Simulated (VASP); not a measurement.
SrO:

```
Sr O
1.0
     0.00000    2.56699    2.58626
     2.56699    0.00000    2.58626
     2.56699    2.56699    0.00000
Sr O
1 1
Direct
  0.00000 0.00000 0.00000
  0.50000 0.50000 0.50000
```

This cell differs from its parent crystal: epitaxial xy strain -0.5%.

Base run:

- Program: VASP 6.6.1
- Functional: PBE
- Potentials or basis: VASP PAW PBE potentials, release 64 (Sr_sv, O)
- Cutoff: 520 eV
- k mesh: 8 × 8 × 8
- Occupations: fermi-dirac, width 0.02 eV
- Spin: no spin polarisation

Its results: band gap on the k mesh 3.25 eV (least direct gap 3.34 eV); pressure 3.1 GPa.

The run is repeated on the same cell with these changes: functional from PBE to r2SCAN; occupations from fermi-dirac, width 0.02 eV to gaussian, width 0.01 eV. What comes out?

Band gap on the k mesh 3.73 eV (least direct gap 3.81 eV); pressure 1.3 GPa.

Caveats: the cell stands under pressure (at least some runs); the PAW data sets were made with another functional, which shifts forces and pressure a little (at least some runs).

A k mesh can miss the band edges.
